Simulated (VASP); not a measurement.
Input of a VASP 6.6.1 run:

INCAR

```
PREC = Accurate
ENCUT = 520
EDIFF = 1E-6
ISMEAR = 0
SIGMA = 0.01
LREAL = False
LASPH = True
NELM = 60
ALGO = Normal
ISIF = 2
LWAVE = False
LCHARG = False
GGA = PE
NBANDS = 35
```

Contents of KPOINTS:

```
Automatic mesh
0
Gamma
  6 6 2
```

Contents of POSCAR:

```
WS2
1.0
    3.1699447091      0.0000000000      0.0000000000
   -1.5849723546      2.7452526467      0.0000000000
    0.0000000000      0.0000000000     12.4911158352
W S
2 4
Direct
    0.3333333333      0.6666666667      0.2500000000
    0.6666666667      0.3333333333      0.7500000000
    0.3333333333      0.6666666667      0.6248924628
    0.6666666667      0.3333333333      0.1248924628
    0.3333333333      0.6666666667      0.8751075372
    0.6666666667      0.3333333333      0.3751075372
```

Potentials or basis: VASP PAW PBE potentials, release 64 (W_sv, S).

Launch:

```sh
$ cat potpaw_PBE.64/W_sv/POTCAR potpaw_PBE.64/S/POTCAR > POTCAR
$ mpirun -np 1 vasp_std > vasp.out
```

Predict the largest force.

0.203 eV/Å.

What does it give for the band gap on the k mesh?

1.06 eV (least direct gap 1.77 eV).

Forces on the atoms (eV/Å):
```
W    0.000  0.000  0.000
W    0.000  0.000  0.000
S    0.000  0.000 -0.203
S    0.000  0.000 -0.203
S    0.000  0.000  0.203
S    0.000  0.000  0.203
```

Caveat: spin-orbit coupling is left out, which moves the levels of the heavy elements. A hybrid or GW would open this gap; PBE tends to underestimate it.
